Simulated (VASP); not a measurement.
# Mo18S35 (a cell with a defect) in VASP: single point with PBE

Aim: the single point of Mo18S35 (a cell with a defect) with PBE.

Program: VASP 6.6.1. These are calculated values, not measurements. Logs are shortened: lines on timing, memory, paths and dates and some standing lists are left out, and cuts for length are marked.

## (1) The cell of the first run

The cell holds a defect, 53 atoms: a = 9.367 Å, b = 9.367 Å, c = 12.083 Å, α = 90.00°, β = 90.00°, γ = 120.00°.

## (2) Single point, PBE

Contents of INCAR:

```
SYSTEM = Mo18S35
PREC = Accurate ; ENCUT = 400
EDIFF = 1E-6 ; ISMEAR = -1
SIGMA = 0.01 ; LREAL = Auto
LASPH = .True. ; NELM = 120
ALGO = Normal ; ISIF = 2
LWAVE = .False. ; LCHARG = .False.
GGA = PE ; NELECT = 460.0
NBANDS = 263 ; GGA_COMPAT = .False.
```

Contents of KPOINTS:

```
regular mesh
0
Gamma
  1 1 1
  0 0 0
```

Contents of POSCAR:

```
Mo18S35
1.0
    9.3669868000      0.0000000800      0.0000000000
   -4.6834934700      8.1120484800      0.0000000000
    0.0000000000      0.0000000000     12.0827026900
Mo S
18 35
Direct
    0.2276119121      0.1224869383      0.2495274507
    0.1109468740      0.2223525902      0.7495506785
    0.1802015625      0.4237628749      0.2495321682
    0.1109321685      0.5558554047      0.7495505130
    0.2275800464      0.7724582758      0.2495277818
    0.1108217487      0.8890314215      0.7495419057
    0.5495410220      0.1085161113      0.2495323337
    0.4440335182      0.2223481490      0.7495496854
    0.5761545685      0.4238466970      0.2495508726
    0.4441656466      0.5557193076      0.7495403332
    0.5764429558      0.8200969176      0.2495574109
    0.4440412873      0.8889637411      0.7495499337
    0.8917853027      0.1084558273      0.2495325820
    0.7775069353      0.2223801968      0.7495389262
    0.8915509296      0.4504241977      0.2495334096
    0.7775342827      0.5558454130      0.7495493543
    0.8777174504      0.7724837870      0.2495290232
    0.7775431570      0.8889559715      0.7495496026
    0.2219147784      0.1111955857      0.6209033850
    0.1092656468      0.2196129616      0.3838190113
    0.2219081369      0.1111793136      0.8781998757
    0.1092629682      0.2196199882      0.1152385386
    0.2220362246      0.4446606786      0.6206489717
    0.1090227690      0.5569282534      0.3837864854
    0.2220544386      0.4446704172      0.8784578477
    0.1090211850      0.5569197475      0.1152709816
    0.2219194809      0.7779685979      0.6209043781
    0.1109420178      0.8890817170      0.3734823339
    0.2219122821      0.7779774736      0.8781990480
    0.1109415412      0.8890809774      0.1255295308
    0.5552318125      0.1112637527      0.6210477236
    0.4431562050      0.2197475729      0.3838100729
    0.5552492297      0.1112727516      0.8780569441
    0.4431787779      0.2197745698      0.1152596431
    0.5552356822      0.4446534022      0.6206528616
    0.5552275512      0.4446619081      0.8784523026
    0.4443874730      0.5561740633      0.2495531900
    0.5552382922      0.7778569089      0.6206349020
    0.4431180949      0.8909749470      0.3838245564
    0.5552298479      0.7778400205      0.8784708415
    0.4431440215      0.8909659480      0.1152490495
    0.8886697060      0.1112683105      0.6210435026
    0.7776935819      0.2224492300      0.3756010651
    0.8886578054      0.1112763233      0.8780606684
    0.7776896758      0.2224459016      0.1234396838
    0.8886376297      0.4446432905      0.6210417646
    0.7805974953      0.5569651055      0.3837819335
    0.8886259695      0.4446238133      0.8780618271
    0.7805688287      0.5569483403      0.1152874515
    0.8886525218      0.7779488676      0.6209070266
    0.7808177869      0.8909957769      0.3838263772
    0.8886664643      0.7779554011      0.8781943305
    0.7807812004      0.8909811073      0.1152472287
```

Potentials or basis: VASP PAW PBE potentials, release 64 (Mo_sv, S).

Run with:

```bash
$ cat potpaw_PBE.64/Mo_sv/POTCAR potpaw_PBE.64/S/POTCAR > POTCAR
$ mpirun -np 1 vasp_gam > vasp.out
```

OUTCAR:

```text
SYSTEM = Mo18S35
   PREC = Accurate
   ENCUT = 400
   EDIFF = 1E-6
   ISMEAR = -1
   LREAL = Auto
   LASPH = .True.
   NELM = 120
   ISIF = 2
   GGA = PE
   NELECT = 460.0

 ion  position               nearest neighbor table
   1  0.228  0.122  0.250-  20 2.39  22 2.39  32 2.39  34 2.39  28 2.41  30 2.41   9 3.07   3 3.07
                            13 3.08   7 3.08  17 3.28   5 3.28
   2  0.111  0.222  0.750-  42 2.38  44 2.38  19 2.38  21 2.38  23 2.38  25 2.38   8 3.12   6 3.12
                            10 3.12  18 3.12  14 3.12   4 3.12
   3  0.180  0.424  0.250-  37 2.14  20 2.34  22 2.34  24 2.34  26 2.34  13 2.84  15 2.84   1 3.07
                             5 3.07
   4  0.111  0.556  0.750-  27 2.38  46 2.38  29 2.38  48 2.38  23 2.38  25 2.38  12 3.12   6 3.12
                            10 3.12  16 3.12  14 3.12   2 3.12
   5  0.228  0.772  0.250-  24 2.39  26 2.39  41 2.39  39 2.39  28 2.41  30 2.41   3 3.07  11 3.07
                             7 3.08  15 3.08  17 3.28   1 3.28
   6  0.111  0.889  0.750-  27 2.38  19 2.38  50 2.38  29 2.38  21 2.38  52 2.38   4 3.12  16 3.12
                            18 3.12  12 3.12   2 3.12   8 3.12
   7  0.550  0.109  0.250-  43 2.40  45 2.40  41 2.40  39 2.40  34 2.40  32 2.40  11 2.84   9 2.84
                             1 3.08   5 3.08  15 3.20  13 3.21
   8  0.444  0.222  0.750-  31 2.38  33 2.38  19 2.38  21 2.38  35 2.38  36 2.38   2 3.12   6 3.12
                            10 3.12  12 3.12  14 3.12  16 3.12
   9  0.576  0.424  0.250-  37 2.14  32 2.34  34 2.34  47 2.34  49 2.34   7 2.84  15 2.84   1 3.07
                            17 3.07
  10  0.444  0.556  0.750-  23 2.38  35 2.38  25 2.38  36 2.38  38 2.38  40 2.38   2 3.12   4 3.12
                             8 3.12  16 3.12  12 3.12  18 3.12
  11  0.576  0.820  0.250-  37 2.14  39 2.34  41 2.34  51 2.34  53 2.34  13 2.84   7 2.84   5 3.07
                            17 3.07
[... 47 lines left out ...]
  52  0.889  0.778  0.878-  16 2.38  18 2.38   6 2.38
  53  0.781  0.891  0.115-  11 2.34  17 2.39  13 2.40

  LATTYP: Found a hexagonal cell.
 ALAT       =     9.3669868000
 C/A-ratio  =     1.2899241718

  Lattice vectors:

 A1 = (   9.3669868000,   0.0000000800,   0.0000000000)
 A2 = (  -4.6834934700,   8.1120484800,   0.0000000000)
 A3 = (   0.0000000000,   0.0000000000,  12.0827026900)

Analysis of symmetry for initial positions (statically):
=====================================================================
 Subroutine PRICEL returns:
 Original cell was already a primitive cell.

 Routine SETGRP: Setting up the symmetry group for a
 hexagonal supercell.

 Subroutine GETGRP returns: Found  1 space group operations
 (whereof  1 operations were pure point group operations)
 out of a pool of 24 trial point group operations.

The static configuration has the point symmetry C_1 .

Analysis of symmetry for dynamics (positions and initial velocities):
=====================================================================
 Subroutine PRICEL returns:
 Original cell was already a primitive cell.

 Routine SETGRP: Setting up the symmetry group for a
 hexagonal supercell.

 Subroutine GETGRP returns: Found  1 space group operations
 (whereof  1 operations were pure point group operations)
 out of a pool of 24 trial point group operations.

The dynamic configuration has the point symmetry C_1 .

 Subroutine INISYM returns: Found  1 space group operations
 (whereof  1 operations are pure point group operations),
 and found     1 'primitive' translations

----------------------------------------------------------------------------------------

                                     Primitive cell

  volume of cell :     918.1096

  direct lattice vectors                    reciprocal lattice vectors
     9.366986800  0.000000080  0.000000000     0.106757917  0.061636713  0.000000000
    -4.683493470  8.112048480  0.000000000    -0.000000001  0.123273424  0.000000000
     0.000000000  0.000000000 12.082702690     0.000000000  0.000000000  0.082762940

  length of vectors
     9.366986800  9.366986795 12.082702690     0.123273424  0.123273424  0.082762940

  position of ions in fractional coordinates (direct lattice)
     0.227611912  0.122486938  0.249527451
     0.110946874  0.222352590  0.749550679
     0.180201563  0.423762875  0.249532168
     0.110932168  0.555855405  0.749550513
     0.227580046  0.772458276  0.249527782
     0.110821749  0.889031422  0.749541906
[... 45 lines left out ...]
     0.888666464  0.777955401  0.878194331
     0.780781200  0.890981107  0.115247229

  ion indices of the primitive-cell ions
   primitive index   ion index
                 1           1
                 2           2
                 3           3
                 4           4
                 5           5
                 6           6
[... 45 lines left out ...]
                52          52
                53          53

----------------------------------------------------------------------------------------

 KPOINTS: regular mesh

Automatic generation of k-mesh.
 Grid dimensions read from file:
 generate k-points for:    1    1    1

 Generating k-lattice:

  Cartesian coordinates                     Fractional coordinates (reciprocal lattice)
     0.106757917  0.061636713  0.000000000     1.000000000  0.000000000  0.000000000
    -0.000000001  0.123273424  0.000000000     0.000000000  1.000000000  0.000000000
     0.000000000  0.000000000  0.082762940     0.000000000  0.000000000  1.000000000

  Length of vectors
     0.123273424  0.123273424  0.082762940

  Shift w.r.t. Gamma in fractional coordinates (k-lattice)
     0.000000000  0.000000000  0.000000000

 Subroutine IBZKPT returns following result:
 ===========================================

 Found      1 irreducible k-points:

 Following reciprocal coordinates:
            Coordinates               Weight
  0.000000  0.000000  0.000000      1.000000
   k-points           NKPTS =      1   k-points in BZ     NKDIM =      1   number of bands    NBANDS=    263
   number of dos      NEDOS =    301   number of ions     NIONS =     53
   total plane-waves  NPLWV = 327680
   dimension x,y,z NGX =    64 NGY =   64 NGZ =   80
   dimension x,y,z NGXF=   128 NGYF=  128 NGZF=  160
   ions per type =              18  35
   NGX,Y,Z   is equivalent  to a cutoff of  11.36, 11.36, 11.01 a.u.
   NGXF,Y,Z  is equivalent  to a cutoff of  22.72, 22.72, 22.01 a.u.
 SYSTEM =  Mo18S35
   PREC   = accura    normal or accurate (medium, high low for compatibility)
   ISTART =      0    job   : 0-new  1-cont  2-samecut
   ICHARG =      2    charge: 1-file 2-atom 10-const
   ISPIN  =      1    spin polarized calculation?
   LNONCOLLINEAR =      F non collinear calculations
   LSORBIT =      F    spin-orbit coupling
   LASPH  =      T    aspherical Exc in radial PAW
   ENCUT  =  400.0 eV  29.40 Ry    5.42 a.u.  15.28 15.28 19.70*2*pi/ulx,y,z
   NELM   =    120;   NELMIN=  2; NELMDL= -5     # of ELM steps
   EDIFF  = 0.1E-05   stopping-criterion for ELM
   LREAL  =      T    real-space projection
   EDIFFG = 0.1E-04   stopping-criterion for IOM
   NSW    =      0    number of steps for IOM
   IBRION =     -1    ionic relax: 0-MD 1-quasi-New 2-CG
   NFREE  =      0    steps in history (QN), initial steepest desc. (CG)
   ISIF   =      2    stress and relaxation
   ISYM   =      2    0-nonsym 1-usesym 2-fastsym
   POTIM  = 0.5000    time-step for ionic-motion
   TEBEG  =    0.0;   TEEND  =   0.0 temperature during run
   PSTRESS=    0.0 pullay stress
   NELECT =     460.0000    total number of electrons
   NUPDOWN=      -1.0000    fix difference up-down
   EMIN   =  10.00;   EMAX   =-10.00  energy-range for DOS
   EFERMI =   0.00;   METHOD = LEGACY
   ISMEAR =    -1;   SIGMA  =   0.01  broadening in eV -4-tet -1-fermi 0-gaus
   EFERMI_NEDOS =   21; number of points for ismear=-14 and -15
   IALGO  =     38    algorithm
   IMIX   =      4    mixing-type and parameters
     AMIX     =   0.40;   BMIX     =  1.00
     AMIX_MAG =   1.60;   BMIX_MAG =  1.00
  volume/ion in A,a.u.               =      17.32       116.90
  Fermi-wavevector in a.u.,A,eV,Ry     =   1.300257  2.457130 23.002945  1.690669
  Thomas-Fermi vector in A             =   2.431468
   LORBIT       =      0    0 simple, 1 ext, 2 COOP (PROOUT), +10 PAW based schemes
   GGA     = PE    functional components
   LHFCALC =     F    Hartree Fock is set to
   AEXX    =    0.0000 exact exchange contribution
   IVDW    =     0    specifies the selected vdW correction
   LEPSILON=     F    determine dielectric tensor
   LRPA    =     F    only Hartree local field effects (RPA)
 non-spin polarized calculation
  energy-cutoff  :      400.00
  volume of cell :      918.11
 maximum number of plane-waves:      8324
 NGX is ok and might be reduce to    64
   NGX = 31   NGY = 31   NGZ = 39

 number of electron     460.0000006 magnetization

 Free energy of the ion-electron system (eV)
  ---------------------------------------------------
  ext. energy  EPLUGINS =         0.00000000
  ---------------------------------------------------
  free energy    TOTEN  =      -396.03121239 eV

  energy without entropy =     -395.99650960  energy(sigma->0) =     -396.01386099

 E-fermi :   7.7788     XC(G=0): -10.9269

 val. band max:        7.3261289549   @ k =   0.0000   0.0000   0.0000
 cond. band min:       7.7809404180   @ k =   0.0000   0.0000   0.0000
 fundamental gap:      0.4548114631
 Fermi energy:         7.7787602808

 k-point     1 :       0.0000    0.0000    0.0000
  band No.  band energies     occupation
      1     -53.6239      2.00000
      2     -53.6135      2.00000
      3     -53.6125      2.00000
      4     -53.5162      2.00000
      5     -53.4922      2.00000
      6     -53.4734      2.00000
[... 234 lines left out ...]
    241       9.3362      0.00000
    242       9.3689      0.00000
 [bands above 242 left out]

------------------------ aborting loop because EDIFF is reached ----------------------------------------

  FORCE on cell =-STRESS in cart. coord.  units (eV):
  Direction    XX          YY          ZZ          XY          YZ          ZX
  --------------------------------------------------------------------------------------
  -------------------------------------------------------------------------------------
  Total       41.1821946     41.3587537     -1.1145246      0.0081408      0.0015126      0.0003716
  in kB       71.8663407     72.1744509     -1.9449377      0.0142064      0.0026395      0.0006484
  external PRESSURE =      47.3652846 kB  Pullay stress =       0.0000000 kB

 VOLUME and BASIS-vectors are now :
 -----------------------------------------------------------------------------
  energy-cutoff  :      400.00
  volume of cell :      918.11
      direct lattice vectors                 reciprocal lattice vectors
     9.366986800  0.000000080  0.000000000     0.106757917  0.061636713  0.000000000
    -4.683493470  8.112048480  0.000000000    -0.000000001  0.123273424  0.000000000
     0.000000000  0.000000000 12.082702690     0.000000000  0.000000000  0.082762940

 POSITION                                       TOTAL-FORCE (eV/Angst)
 -----------------------------------------------------------------------------------
      1.55837      0.99362      3.01497         0.004959     -0.024354     -0.002618
     -0.00215      1.80374      9.05660        -0.001809      0.000652      0.002161
     -0.29675      3.43758      3.01502         0.012579      0.014789     -0.001183
     -1.56425      4.50913      9.05660        -0.000511     -0.003390      0.001571
     -1.48606      6.26622      3.01497        -0.013533      0.013957     -0.002341
     -3.12571      7.21187      9.05649         0.000142      0.000554      0.001990
[... 45 lines left out ...]
      4.68058      6.31081     10.61096         0.001010      0.001774     -0.012552
      3.14066      7.22768      1.39250        -0.008957      0.003801      0.007292
 -----------------------------------------------------------------------------------
    total drift:                               -0.000987      0.001408      0.001364

  FREE ENERGIE OF THE ION-ELECTRON SYSTEM (eV)
  ---------------------------------------------------
  free  energy   TOTEN  =      -396.0312123871 eV

  energy  without entropy=     -395.9965095983  energy(sigma->0) =     -396.01386099
```

Wall time 12 min (1 thread of AMD EPYC 7R43 (Zen 3), shared host); peak memory 0.61 GiB.

Results:

```yaml
Free_energy: -396.0312 eV
Largest_force: 0.030 eV/Å
```

Forces in eV/Å, atoms in the order of the input:
```
Mo   0.005 -0.024 -0.003
Mo  -0.002  0.001  0.002
Mo   0.013  0.015 -0.001
Mo  -0.001 -0.003  0.002
Mo  -0.014  0.014 -0.002
Mo   0.000  0.001  0.002
Mo   0.013  0.008 -0.001
Mo   0.001  0.001  0.002
Mo   0.015  0.014 -0.001
Mo   0.000  0.002  0.003
Mo   0.011  0.018 -0.001
Mo   0.003  0.001  0.002
Mo  -0.016  0.008 -0.002
Mo   0.000  0.000  0.002
Mo   0.001 -0.006 -0.001
Mo   0.002 -0.004  0.001
Mo   0.015  0.010 -0.003
Mo  -0.003  0.003  0.002
S   -0.001 -0.001  0.013
S   -0.003 -0.008 -0.001
S   -0.001  0.000 -0.014
S   -0.002 -0.009  0.002
S    0.002  0.000  0.009
S    0.000  0.000 -0.002
S    0.002  0.000 -0.012
S    0.000  0.000  0.003
S   -0.001  0.001  0.011
S    0.002  0.007 -0.012
S    0.000  0.000 -0.014
S    0.002  0.007  0.018
S    0.002  0.000  0.013
S    0.006 -0.018 -0.002
S    0.001 -0.001 -0.016
S    0.006 -0.018  0.004
S   -0.003  0.001  0.009
S   -0.002  0.001 -0.011
S   -0.012 -0.024  0.000
S    0.001 -0.002  0.012
S   -0.004  0.009 -0.006
S    0.000 -0.002 -0.014
S   -0.005  0.009  0.008
S   -0.002 -0.001  0.015
S   -0.008 -0.006 -0.025
S   -0.001 -0.002 -0.017
S   -0.008 -0.006  0.029
S   -0.001  0.000  0.015
S   -0.001 -0.004 -0.003
S   -0.001  0.000 -0.018
S    0.000 -0.004  0.004
S    0.002  0.002  0.011
S   -0.010  0.004 -0.006
S    0.001  0.002 -0.013
S   -0.009  0.004  0.007
```

Caveat: the k points lie up to 0.77 Å⁻¹ apart; the cell carries a net charge on a neutralising background, which shifts energy and pressure; the cell is charged against a uniform background, so pressure and absolute levels hang on convention.
